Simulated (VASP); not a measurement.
GaN:

```xyz
4
Lattice="3.1370 0.0000 0.0000 -1.5685 2.7167 0.0000 0.0000 0.0000 5.0962" Properties=species:S:1:pos:R:3 pbc="T T T"
Ga    1.5685    0.9056    2.5481
Ga    0.0000    1.8112    0.0000
N     1.5685    0.9056    4.4592
N     0.0000    1.8112    1.9111
```

Program: VASP 6.6.1. Alike in all runs: task single point; no spin polarisation; cell as given; k mesh 10 × 10 × 5; cutoff (eV) 520; smearing fermi-dirac 0.05 eV.

Order these runs on this cell by their pressure, lowest first.
A. level revPBE; potentials or basis VASP PAW PBE potentials, release 64 (Ga_d, N)
B. level revPBE+D3(BJ); potentials or basis VASP PAW PBE potentials, release 64 (Ga_d, N)
C. level revPBE+D4; potentials or basis VASP PAW PBE potentials, release 64 (Ga_d, N)
D. level LDA; potentials or basis VASP PAW LDA potentials, release 64 (Ga_d, N)
E. level r2SCAN+D4; potentials or basis VASP PAW PBE potentials, release 64 (Ga_d, N)

D (4.9 GPa), C (6.5 GPa), E (9.1 GPa), B (11.2 GPa), A (19.3 GPa).

Caveats: the PAW data sets were made with another functional, which shifts forces and pressure a little (some runs).
